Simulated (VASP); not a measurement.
BN, 2 atoms in the cell. The cell holds a slab with vacuum, 2 atoms: a = 2.448 Å, b = 2.448 Å, c = 26.000 Å, α = 90.00°, β = 90.00°, γ = 120.00°. 

```yaml
Program: VASP 6.6.1
Task: single point
Functional: PBE
Dispersion: D3(BJ)
Potentials_or_basis: VASP PAW PBE potentials, release 64 (B, N)
Cutoff: 520 eV
k_mesh: 12 × 12 × 1
Occupations: gaussian, width 0.02 eV
Spin: no spin polarisation
Dipole_correction: yes
Further_INCAR_settings: ALGO = Normal; EDIFF = 1e-07; NBANDS = 11
```

Potentials or basis: VASP PAW PBE potentials, release 64 (B, N).

Launch:

```sh
$ cat potpaw_PBE.64/B/POTCAR potpaw_PBE.64/N/POTCAR > POTCAR
$ mpirun -np 1 vasp_std > vasp.out
```

Hardware: 1 thread of Intel(R) Xeon(R) Platinum 8259CL CPU @ 2.50GHz (Skylake/Cascade Lake) (shared host).

How long does it take, and how much memory?

Run time: 48 s on 1 thread of Intel(R) Xeon(R) Platinum 8259CL CPU @ 2.50GHz (Skylake/Cascade Lake), on a shared host, peak memory 0.24 GiB. Counts: scf iterations 22, k points 19.
